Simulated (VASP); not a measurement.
# VN2 (I4/mcm) in VASP: notebook

Runs on VN2. Level: PBEsol. Tasks: single point.

Everything below comes from runs of VASP 6.6.1. Logs are shortened: lines on timing, memory, paths and dates and some standing lists are left out, and cuts for length are marked.

## 1. The cell of the first run

The structure is tetragonal, space group I4/mcm (No. 140). Conventional cell: a = 4.301 Å, b = 4.301 Å, c = 4.983 Å, α = 90.00°, β = 90.00°, γ = 90.00°. V (site symmetry 422) has 8 N at 2.13 Å and 2 V at 2.49 Å within 2.8 Å. Within 1.9 Å of N (site symmetry m2m) lie 1 N at 1.40 Å.

## 2. Single point, PBEsol

Contents of INCAR:

```
PREC = Accurate
ENCUT = 520
EDIFF = 1E-7
ISMEAR = 0
SIGMA = 0.1
LREAL = F
LASPH = T
NELM = 80
ALGO = Normal
ISIF = 2
LWAVE = F
LCHARG = F
GGA = PS
NBANDS = 32
```

Contents of KPOINTS:

```
Automatic mesh
0
Gamma
  6 6 6
```

Contents of POSCAR:

```
VN2
1.0
   -2.1507500000      2.1507500000      2.4913500000
    2.1507500000     -2.1507500000      2.4913500000
    2.1507500000      2.1507500000     -2.4913500000
V N
2 4
Direct
    0.2500000000      0.2500000000      0.0000000000
    0.7500000000      0.7500000000      0.0000000000
    0.1151000000      0.6151000000      0.7302000000
    0.6151000000      0.8849000000      0.5000000000
    0.8849000000      0.3849000000      0.2698000000
    0.3849000000      0.1151000000      0.5000000000
```

Potentials or basis: VASP PAW PBE potentials, release 64 (V_sv, N).

On the command line:

```bash
cat potpaw_PBE.64/V_sv/POTCAR potpaw_PBE.64/N/POTCAR > POTCAR
mpirun -np 1 vasp_std > vasp.out
```

OUTCAR:

```text
PREC = Accurate
   ENCUT = 520
   EDIFF = 1E-7
   ISMEAR = 0
   LREAL = F
   LASPH = T
   NELM = 80
   ISIF = 2
   GGA = PS

 ion  position               nearest neighbor table
   1  0.250  0.250  0.000-   5 2.13   3 2.13   4 2.13   6 2.13   6 2.13   3 2.13   4 2.13   5 2.13
                             2 2.49   2 2.49
   2  0.750  0.750  0.000-   5 2.13   3 2.13   4 2.13   6 2.13   4 2.13   6 2.13   3 2.13   5 2.13
                             1 2.49   1 2.49
   3  0.115  0.615  0.730-   5 1.40   1 2.13   1 2.13   2 2.13   2 2.13
   4  0.615  0.885  0.500-   6 1.40   2 2.13   1 2.13   2 2.13   1 2.13
   5  0.885  0.385  0.270-   3 1.40   2 2.13   1 2.13   2 2.13   1 2.13
   6  0.385  0.115  0.500-   4 1.40   1 2.13   2 2.13   1 2.13   2 2.13

  LATTYP: Found a body centered tetragonal cell.
 ALAT       =     4.3015000000
 C/A-ratio  =     1.1583633616

  Lattice vectors:

 A1 = (  -2.1507500000,   2.1507500000,   2.4913500000)
 A2 = (   2.1507500000,  -2.1507500000,   2.4913500000)
 A3 = (   2.1507500000,   2.1507500000,  -2.4913500000)

Analysis of symmetry for initial positions (statically):
=====================================================================
 Subroutine PRICEL returns:
 Original cell was already a primitive cell.

 Routine SETGRP: Setting up the symmetry group for a
 body centered tetragonal supercell.

 Subroutine GETGRP returns: Found 16 space group operations
 (whereof  8 operations were pure point group operations)
 out of a pool of 16 trial point group operations.

The static configuration has the point symmetry C_4h.
 The point group associated with its full space group is D_4h.

Analysis of symmetry for dynamics (positions and initial velocities):
=====================================================================
 Subroutine PRICEL returns:
 Original cell was already a primitive cell.

 Routine SETGRP: Setting up the symmetry group for a
 body centered tetragonal supercell.

 Subroutine GETGRP returns: Found 16 space group operations
 (whereof  8 operations were pure point group operations)
 out of a pool of 16 trial point group operations.

The dynamic configuration has the point symmetry C_4h.
 The point group associated with its full space group is D_4h.

 Subroutine INISYM returns: Found 16 space group operations
 (whereof  8 operations are pure point group operations),
 and found     1 'primitive' translations

----------------------------------------------------------------------------------------

                                     Primitive cell

  volume of cell :      46.0972

  direct lattice vectors                    reciprocal lattice vectors
    -2.150750000  2.150750000  2.491350000     0.000000000  0.232477043  0.200694403
     2.150750000 -2.150750000  2.491350000     0.232477043  0.000000000  0.200694403
     2.150750000  2.150750000 -2.491350000     0.232477043  0.232477043  0.000000000

  length of vectors
     3.931701406  3.931701406  3.931701406     0.307121830  0.307121830  0.328772187

  position of ions in fractional coordinates (direct lattice)
     0.250000000  0.250000000  0.000000000
     0.750000000  0.750000000  0.000000000
     0.115100000  0.615100000  0.730200000
     0.615100000  0.884900000  0.500000000
     0.884900000  0.384900000  0.269800000
     0.384900000  0.115100000  0.500000000

  ion indices of the primitive-cell ions
   primitive index   ion index
                 1           1
                 2           2
                 3           3
                 4           4
                 5           5
                 6           6

----------------------------------------------------------------------------------------

 KPOINTS: Automatic mesh

Automatic generation of k-mesh.
 Grid dimensions read from file:
 generate k-points for:    6    6    6

 Generating k-lattice:

  Cartesian coordinates                     Fractional coordinates (reciprocal lattice)
     0.000000000  0.038746174  0.033449067     0.166666667  0.000000000  0.000000000
     0.038746174  0.000000000  0.033449067     0.000000000  0.166666667  0.000000000
     0.038746174  0.038746174  0.000000000     0.000000000  0.000000000  0.166666667

  Length of vectors
     0.051186972  0.051186972  0.054795364

  Shift w.r.t. Gamma in fractional coordinates (k-lattice)
     0.000000000  0.000000000  0.000000000

 Subroutine IBZKPT returns following result:
 ===========================================

 Found     30 irreducible k-points:

 Following reciprocal coordinates:
            Coordinates               Weight
  0.000000  0.000000  0.000000      1.000000
  0.166667 -0.000000  0.000000      8.000000
  0.333333 -0.000000  0.000000      8.000000
  0.500000  0.000000  0.000000      4.000000
  0.166667  0.166667  0.000000      8.000000
  0.333333  0.166667  0.000000     16.000000
[... 16 lines left out ...]
 -0.333333 -0.333333  0.166667      8.000000
 -0.166667 -0.333333  0.166667      8.000000
 [... further k-points ...]
   k-points           NKPTS =     30   k-points in BZ     NKDIM =     30   number of bands    NBANDS=     32
   number of dos      NEDOS =    301   number of ions     NIONS =      6
   total plane-waves  NPLWV =  27000
   dimension x,y,z NGX =    30 NGY =   30 NGZ =   30
   dimension x,y,z NGXF=    60 NGYF=   60 NGZF=   60
   ions per type =               2   4
   NGX,Y,Z   is equivalent  to a cutoff of  12.69, 12.69, 12.69 a.u.
   NGXF,Y,Z  is equivalent  to a cutoff of  25.37, 25.37, 25.37 a.u.
 SYSTEM =  unknown system
   PREC   = accura    normal or accurate (medium, high low for compatibility)
   ISTART =      0    job   : 0-new  1-cont  2-samecut
   ICHARG =      2    charge: 1-file 2-atom 10-const
   ISPIN  =      1    spin polarized calculation?
   LNONCOLLINEAR =      F non collinear calculations
   LSORBIT =      F    spin-orbit coupling
   LASPH  =      T    aspherical Exc in radial PAW
   ENCUT  =  520.0 eV  38.22 Ry    6.18 a.u.   7.31  7.31  7.31*2*pi/ulx,y,z
   NELM   =     80;   NELMIN=  2; NELMDL= -5     # of ELM steps
   EDIFF  = 0.1E-06   stopping-criterion for ELM
   LREAL  =      F    real-space projection
   EDIFFG = 0.1E-05   stopping-criterion for IOM
   NSW    =      0    number of steps for IOM
   IBRION =     -1    ionic relax: 0-MD 1-quasi-New 2-CG
   NFREE  =      0    steps in history (QN), initial steepest desc. (CG)
   ISIF   =      2    stress and relaxation
   ISYM   =      2    0-nonsym 1-usesym 2-fastsym
   POTIM  = 0.5000    time-step for ionic-motion
   TEBEG  =    0.0;   TEEND  =   0.0 temperature during run
   PSTRESS=    0.0 pullay stress
   NELECT =      46.0000    total number of electrons
   NUPDOWN=      -1.0000    fix difference up-down
   EMIN   =  10.00;   EMAX   =-10.00  energy-range for DOS
   EFERMI =   0.00;   METHOD = LEGACY
   ISMEAR =     0;   SIGMA  =   0.10  broadening in eV -4-tet -1-fermi 0-gaus
   EFERMI_NEDOS =   21; number of points for ismear=-14 and -15
   IALGO  =     38    algorithm
   IMIX   =      4    mixing-type and parameters
     AMIX     =   0.40;   BMIX     =  1.00
     AMIX_MAG =   1.60;   BMIX_MAG =  1.00
  volume/ion in A,a.u.               =       7.68        51.85
  Fermi-wavevector in a.u.,A,eV,Ry     =   1.635947  3.091492 36.413581  2.676323
  Thomas-Fermi vector in A             =   2.727335
   LORBIT       =      0    0 simple, 1 ext, 2 COOP (PROOUT), +10 PAW based schemes
   GGA     = PS    functional components
   LHFCALC =     F    Hartree Fock is set to
   AEXX    =    0.0000 exact exchange contribution
   IVDW    =     0    specifies the selected vdW correction
   LEPSILON=     F    determine dielectric tensor
   LRPA    =     F    only Hartree local field effects (RPA)
 non-spin polarized calculation
 Gauss-broadening in eV      SIGMA  =   0.10
  energy-cutoff  :      520.00
  volume of cell :       46.10
 maximum number of plane-waves:      1268
 NGX is ok and might be reduce to    30
   NGX = 15   NGY = 15   NGZ = 15

 number of electron      46.0000009 magnetization

 Free energy of the ion-electron system (eV)
  ---------------------------------------------------
  ext. energy  EPLUGINS =         0.00000000
  ---------------------------------------------------
  free energy    TOTEN  =       -56.93824512 eV

  energy without entropy =      -56.92552100  energy(sigma->0) =      -56.93188306

 E-fermi :  11.3394     XC(G=0): -13.8848

 val. band max:       11.3284611310   @ k =  -0.1667   0.5000   0.1667
 cond. band min:      11.3523668679   @ k =   0.5000   0.5000   0.0000
 fundamental gap:      0.0239057369
 Fermi energy:        11.3394201056

 k-point     1 :       0.0000    0.0000    0.0000
  band No.  band energies     occupation
      1     -54.0100      2.00000
      2     -53.8448      2.00000
      3     -28.2195      2.00000
      4     -27.9731      2.00000
      5     -27.9731      2.00000
      6     -27.9625      2.00000
[... 24 lines left out ...]
     31      13.6210      0.00000
     32      15.8287      0.00000

 k-point     2 :       0.1667   -0.0000    0.0000
  band No.  band energies     occupation
      1     -53.9988      2.00000
      2     -53.8558      2.00000
      3     -28.1663      2.00000
      4     -27.9756      2.00000
      5     -27.9745      2.00000
      6     -27.9675      2.00000
[... 24 lines left out ...]
     31      13.9993      0.00000
     32      15.4092      0.00000

 k-point     3 :       0.3333   -0.0000    0.0000
  band No.  band energies     occupation
      1     -53.9683      2.00000
      2     -53.8857      2.00000
      3     -28.0196      2.00000
      4     -27.9787      2.00000
      5     -27.9779      2.00000
      6     -27.9767      2.00000
[... 24 lines left out ...]
     31      14.2884      0.00000
     32      14.5718      0.00000

 k-point     4 :       0.5000    0.0000    0.0000
  band No.  band energies     occupation
      1     -53.9269      2.00000
      2     -53.9269      2.00000
      3     -27.9839      2.00000
      4     -27.9839      2.00000
      5     -27.9762      2.00000
      6     -27.9762      2.00000
[... 24 lines left out ...]
     31      14.5228      0.00000
     32      14.5228      0.00000

 k-point     5 :       0.1667    0.1667    0.0000
  band No.  band energies     occupation
      1     -53.9720      2.00000
      2     -53.8823      2.00000
      3     -28.0174      2.00000
      4     -28.0103      2.00000
      5     -27.9798      2.00000
      6     -27.9721      2.00000
[... 584 lines left out ...]
     31      14.4875      0.00000
     32      15.4623      0.00000

 k-point    22 :      -0.1667    0.5000    0.1667
  band No.  band energies     occupation
      1     -53.9535      2.00000
      2     -53.8995      2.00000
      3     -28.0543      2.00000
      4     -28.0527      2.00000
      5     -28.0471      2.00000
      6     -27.9112      2.00000
[... 24 lines left out ...]
     31      14.2656      0.00000
     32      15.1560      0.00000

 k-point    23 :      -0.3333   -0.3333    0.1667
  band No.  band energies     occupation
      1     -53.9498      2.00000
      2     -53.9030      2.00000
      3     -28.0943      2.00000
      4     -28.0599      2.00000
      5     -28.0441      2.00000
      6     -27.9140      2.00000
[... 24 lines left out ...]
     31      14.3563      0.00000
     32      15.1596      0.00000

 k-point    24 :      -0.1667   -0.3333    0.1667
  band No.  band energies     occupation
      1     -53.9393      2.00000
      2     -53.9145      2.00000
      3     -28.0409      2.00000
      4     -28.0391      2.00000
      5     -27.9154      2.00000
      6     -27.9130      2.00000
[... 24 lines left out ...]
     31      14.4850      0.00000
     32      14.9471      0.00000

 [... further k-points ...]

------------------------ aborting loop because EDIFF is reached ----------------------------------------

  FORCE on cell =-STRESS in cart. coord.  units (eV):
  Direction    XX          YY          ZZ          XY          YZ          ZX
  --------------------------------------------------------------------------------------
  -------------------------------------------------------------------------------------
  Total       -3.2677763     -3.2677763     -2.8507455      0.0000000     -0.0000000      0.0000000
  in kB     -113.5764516   -113.5764516    -99.0819250      0.0000000     -0.0000000      0.0000000
  external PRESSURE =    -108.7449427 kB  Pullay stress =       0.0000000 kB

 VOLUME and BASIS-vectors are now :
 -----------------------------------------------------------------------------
  energy-cutoff  :      520.00
  volume of cell :       46.10
      direct lattice vectors                 reciprocal lattice vectors
    -2.150750000  2.150750000  2.491350000     0.000000000  0.232477043  0.200694403
     2.150750000 -2.150750000  2.491350000     0.232477043  0.000000000  0.200694403
     2.150750000  2.150750000 -2.491350000     0.232477043  0.232477043  0.000000000

 POSITION                                       TOTAL-FORCE (eV/Angst)
 -----------------------------------------------------------------------------------
      0.00000      0.00000      1.24568         0.000000     -0.000000      0.000000
      0.00000      0.00000      3.73703         0.000000     -0.000000      0.000000
      2.64585      0.49510      0.00000        -0.291241     -0.291241      0.000000
      1.65565      0.49510      2.49135         0.291241     -0.291241      0.000000
     -0.49510      1.65565      2.49135         0.291241      0.291241     -0.000000
      0.49510      1.65565      0.00000        -0.291241      0.291241      0.000000
 -----------------------------------------------------------------------------------
    total drift:                                0.000000      0.000000     -0.000000

  FREE ENERGIE OF THE ION-ELECTRON SYSTEM (eV)
  ---------------------------------------------------
  free  energy   TOTEN  =       -56.9382451166 eV

  energy  without entropy=      -56.9255210024  energy(sigma->0) =      -56.93188306
```

It took 31 s on 1 thread of AMD EPYC 9R45 (Zen 5), shared host; peak memory 0.15 GiB.

Results:

```yaml
Free_energy: -56.9382 eV
Pressure: -10.9 GPa
Largest_force: 0.412 eV/Å
Band_gap_on_the_k_mesh: zero (band 23 reaches 11.52 eV, above the bottom of band 24 at 11.24 eV)
```

Forces in eV/Å, atoms in the order of the input:
```
V    0.000  0.000  0.000
V    0.000  0.000  0.000
N   -0.291 -0.291  0.000
N    0.291 -0.291  0.000
N    0.291  0.291  0.000
N   -0.291  0.291  0.000
```

Stress tensor (GPa, compression positive):
```
-11.36   0.00   0.00
  0.00 -11.36   0.00
  0.00   0.00  -9.91
```

Levels at points of the mesh, in eV from the Fermi level:
| k point | band 21 | band 22 | band 23 | band 24 | band 25 | band 26 |
| --- | --- | --- | --- | --- | --- | --- |
| (0.00, 0.00, 0.00) | -2.64 | -2.64 | -2.64 | 0.77 | 0.91 | 0.91 |
| (0.50, 0.00, 0.00) | -3.19 | -3.19 | 0.18 | 0.18 | 0.75 | 0.75 |
| (0.50, 0.50, 0.00) | -2.78 | -2.58 | -1.38 | 0.01 | 0.79 | 1.12 |
| (0.50, 0.50, 0.50) | -2.14 | -0.26 | -0.14 | -0.10 | -0.07 | 0.04 |

Caveat: the PAW data sets were made with another functional, which shifts forces and pressure a little; the run has no spin polarisation, though such a crystal can be magnetic. With open d or f shells a metallic result of PBEsol can be an artefact of self-interaction; +U or a hybrid may open a gap.

## 3. Single point, PBEsol

Contents of INCAR:

```
ALGO = Normal
EDIFF = 1E-6
ENCUT = 520
GGA = PS
ISIF = 2
ISMEAR = 0
LASPH = True
LCHARG = False
LREAL = False
LWAVE = False
NBANDS = 32
NELM = 100
PREC = Accurate
SIGMA = 0.1
```

Contents of KPOINTS:

```
Automatic mesh
0
Gamma
  6 6 6
  0.5 0.5 0.5
```

POSCAR is that of step 2.

Potentials or basis: VASP PAW PBE potentials, release 64 (V_sv, N).

On the command line:

```bash
cat potpaw_PBE.64/V_sv/POTCAR potpaw_PBE.64/N/POTCAR > POTCAR
mpirun -np 1 vasp_std > vasp.out
```

OUTCAR:

```text
EDIFF = 1E-6
   ENCUT = 520
   GGA = PS
   ISIF = 2
   ISMEAR = 0
   LASPH = True
   LREAL = False
   NELM = 100
   PREC = Accurate

 ion  position               nearest neighbor table
   1  0.250  0.250  0.000-   5 2.13   3 2.13   4 2.13   6 2.13   6 2.13   3 2.13   4 2.13   5 2.13
                             2 2.49   2 2.49
   2  0.750  0.750  0.000-   5 2.13   3 2.13   4 2.13   6 2.13   4 2.13   6 2.13   3 2.13   5 2.13
                             1 2.49   1 2.49
[... 1054 lines left out ...]
  -------------------------------------------------------------------------------------
  Total       -2.9407970     -2.9407970     -3.4940958      0.0000000     -0.0000000      0.0000000
  in kB     -102.2117989   -102.2117989   -121.4425268      0.0000000     -0.0000000      0.0000000
  external PRESSURE =    -108.6220415 kB  Pullay stress =       0.0000000 kB

 VOLUME and BASIS-vectors are now :
 -----------------------------------------------------------------------------
  energy-cutoff  :      520.00
  volume of cell :       46.10
      direct lattice vectors                 reciprocal lattice vectors
    -2.150750000  2.150750000  2.491350000     0.000000000  0.232477043  0.200694403
     2.150750000 -2.150750000  2.491350000     0.232477043  0.000000000  0.200694403
     2.150750000  2.150750000 -2.491350000     0.232477043  0.232477043  0.000000000

 POSITION                                       TOTAL-FORCE (eV/Angst)
 -----------------------------------------------------------------------------------
      0.00000      0.00000      1.24568         0.000000     -0.000000      0.000000
      0.00000      0.00000      3.73703         0.000000     -0.000000      0.000000
      2.64585      0.49510      0.00000        -0.264066     -0.264066      0.000000
      1.65565      0.49510      2.49135         0.264066     -0.264066      0.000000
     -0.49510      1.65565      2.49135         0.264066      0.264066     -0.000000
      0.49510      1.65565      0.00000        -0.264066      0.264066      0.000000
 -----------------------------------------------------------------------------------
    total drift:                                0.000000      0.000000     -0.000000

  FREE ENERGIE OF THE ION-ELECTRON SYSTEM (eV)
  ---------------------------------------------------
  free  energy   TOTEN  =       -56.9277056876 eV

  energy  without entropy=      -56.9121405075  energy(sigma->0) =      -56.91992310
```

OSZICAR:

```text
N       E                     dE             d eps       ncg     rms          rms(c)
DAV:   1     0.568922215897E+03    0.56892E+03   -0.26364E+04  1800   0.164E+03
DAV:   2    -0.273915377285E+02   -0.59631E+03   -0.55353E+03  2008   0.511E+02
DAV:   3    -0.680375866690E+02   -0.40646E+02   -0.39720E+02  2024   0.141E+02
DAV:   4    -0.688801855329E+02   -0.84260E+00   -0.83631E+00  2272   0.192E+01
DAV:   5    -0.688955246397E+02   -0.15339E-01   -0.15334E-01  2064   0.236E+00    0.427E+01
DAV:   6    -0.639020822279E+02    0.49934E+01   -0.80271E+01  2192   0.761E+01    0.261E+01
DAV:   7    -0.580150716778E+02    0.58870E+01   -0.36050E+01  2048   0.635E+01    0.177E+01
DAV:   8    -0.569263588482E+02    0.10887E+01   -0.37421E+00  1880   0.182E+01    0.297E+00
DAV:   9    -0.569343987976E+02   -0.80399E-02   -0.22423E-01  2248   0.326E+00    0.100E+00
DAV:  10    -0.569282600278E+02    0.61388E-02   -0.18454E-02  1824   0.135E+00    0.384E-01
DAV:  11    -0.569279209430E+02    0.33908E-03   -0.16175E-03  2280   0.297E-01    0.217E-01
DAV:  12    -0.569277860528E+02    0.13489E-03   -0.99199E-04  2008   0.335E-01    0.941E-02
DAV:  13    -0.569277136489E+02    0.72404E-04   -0.10160E-04  1840   0.114E-01    0.270E-02
DAV:  14    -0.569277060850E+02    0.75639E-05   -0.27213E-05  1992   0.487E-02    0.888E-03
DAV:  15    -0.569277056876E+02    0.39744E-06   -0.39971E-06  1592   0.122E-02
   1 F= -.56927706E+02 E0= -.56919923E+02  d E =-.155652E-01
```

Run time: 28 s. Hardware: 1 thread of AMD EPYC 9R45 (Zen 5), shared host; peak memory 0.15 GiB.

What came out:

```yaml
Free_energy: -56.9277 eV
Pressure: -10.9 GPa
Largest_force: 0.373 eV/Å
Band_gap_on_the_k_mesh: zero (band 23 reaches 11.45 eV, above the bottom of band 24 at 11.31 eV)
```

Forces in eV/Å, atoms in the order of the input:
```
V    0.000  0.000  0.000
V    0.000  0.000  0.000
N   -0.264 -0.264  0.000
N    0.264 -0.264  0.000
N    0.264  0.264  0.000
N   -0.264  0.264  0.000
```

Caveat: the PAW data sets were made with another functional, which shifts forces and pressure a little; the run has no spin polarisation, though such a crystal can be magnetic.
